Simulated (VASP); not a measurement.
Write the native input for VASP 6.6.1 that does the following.

```yaml
Task: single point
Functional: PBE
Potentials_or_basis: VASP PAW PBE potentials, release 64 (Ca_sv, As)
Cutoff: 520 eV
k_mesh: 4 × 4 × 4
Occupations: gaussian, width 0.1 eV
Spin: no spin polarisation
Dipole_correction: no
Further_INCAR_settings: ALGO = Normal; EDIFF = 1e-06; NBANDS = 28
```

The structure of Ca3As2 lies in POSCAR:

```
Ca3As2
1.0
    2.5635140500     -4.7000051000      0.0000000000
    2.5635140500      4.7000051000      0.0000000000
    0.0000000000      0.0000000000      5.5109455500
Ca As
3 2
Direct
    0.1944050600      0.8055949400      0.5000000000
    0.8055949400      0.1944050600      0.5000000000
    0.0000000000      0.0000000000      0.0000000000
    0.5000000000      0.5000000000      0.5000000000
    0.0000000000      0.0000000000      0.5000000000
```

The cell was generated, and may not be a known phase.

These files were run (other wordings do the same):

INCAR

```
SYSTEM = Ca3As2
PREC = Accurate
ENCUT = 520
EDIFF = 1E-6
ISMEAR = 0
SIGMA = 0.1
LREAL = .False.
LASPH = .True.
NELM = 80
ALGO = Normal
ISIF = 2
LWAVE = .False.
LCHARG = .False.
GGA = PE
NBANDS = 28
```

KPOINTS

```
regular mesh
0
Gamma
  4 4 4
  0 0 0
```

Potentials or basis: VASP PAW PBE potentials, release 64 (Ca_sv, As).

The run is started by

```bash
$ cat potpaw_PBE.64/Ca_sv/POTCAR potpaw_PBE.64/As/POTCAR > POTCAR
$ mpirun -np 1 vasp_std > vasp.out
```

It gave:

The pressure is 42.1 GPa and the largest force is 22.263 eV/Å. The band gap on the k mesh is zero (bands 20 and 21 overlap by 0.97 eV).

Caveat: atoms lie so close that the PAW spheres overlap strongly, which falsifies energies and pressures; the stress differs along the axes, from 7 to 107 GPa; forces of over 1 eV/Å act on the atoms, so gaps and moduli don't describe the material at rest.

Run time: 3.6 min on 1 thread of Intel Xeon 8259CL (shared host), peak memory 0.28 GiB.
